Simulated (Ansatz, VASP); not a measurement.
One calculation of Si, two programs

The input INCAR:

```
ALGO     = Normal         # electronic algorithm
EDIFF    = 1E-6           # SCF threshold, eV
ENCUT    = 520            # plane-wave cutoff, eV
GGA      = PS             # functional
ISIF     = 2              # what is computed and relaxed
ISMEAR   = -1             # smearing method
LASPH    = True           # aspherical terms in the spheres
LCHARG   = False          # write CHGCAR
LREAL    = False          # projectors in reciprocal space
LWAVE    = False          # write WAVECAR
NBANDS   = 11             # bands
NELM     = 80             # most SCF steps
PREC     = Accurate       # precision mode
SIGMA    = 0.05           # smearing width, eV
```

KPOINTS

```
k-points
0
Gamma
  8 8 8
```

File POSCAR:

```
Si
1.0
    0.0000000000      2.7218511865      2.7218511865
    2.7218511865      0.0000000000      2.7218511865
    2.7218511865      2.7218511865      0.0000000000
Si
2
Direct
    0.5000000000      0.5000000000      0.5000000000
    0.7500000000      0.7500000000      0.7500000000
```

Contents of input.yaml:

```yaml
crystal:
  lattice:
    - [0.0, 2.7218511865, 2.7218511865]
    - [2.7218511865, 0.0, 2.7218511865]
    - [2.7218511865, 2.7218511865, 0.0]
  atoms:
    - { symbol: Si, position: [0.5, 0.5, 0.5] }
    - { symbol: Si, position: [0.75, 0.75, 0.75] }
kpoints:
  mp_grid: { grid: [8, 8, 8] }
  band_path:
    path:
      - [0.0, 0.0, 0.0]
      - [0.5, 0.0, 0.5]
      - [0.5, 0.25, 0.75]
      - [0.375, 0.375, 0.75]
      - [0.0, 0.0, 0.0]
      - [0.5, 0.5, 0.5]
      - [0.625, 0.25, 0.625]
      - [0.5, 0.25, 0.75]
    npoints: 6
scf:
  occupations: { method: fermi_dirac, width: 0.05 }
hamiltonian:
  xc: pbesol
  pseudopotentials: { kind: all_electron, lapw: { basis_error: 0.001 } }
output:
  forces: true
  stress: true
  eigenvalues: true
```

Alike in both runs: functional PBEsol; k mesh 8 × 8 × 8; occupations fermi-dirac, width 0.05 eV; no spin polarisation.

|  | VASP | Ansatz |
| --- | --- | --- |
| version | VASP 6.6.1 | Ansatz 0.2.0 |
| potentials or method | VASP PAW PBE potentials, release 64 (Si), cutoff 520 eV | all-electron LAPW, scalar-relativistic |
| task | single point | band structure |

|  | VASP | Ansatz | Ansatz less VASP |
| --- | --- | --- | --- |
| gap on the k mesh at the Fermi level (eV) | 0.51 | 0.52 | +0.008 |
| least direct gap on the mesh (eV) | 2.51 | 2.52 | +0.005 |
| pressure (GPa) | -0.4 | -0.6 | -0.16 |

VASP's potentials were made for PBE, not for PBEsol. Ansatz ran all-electron here, and VASP with PAW potentials.
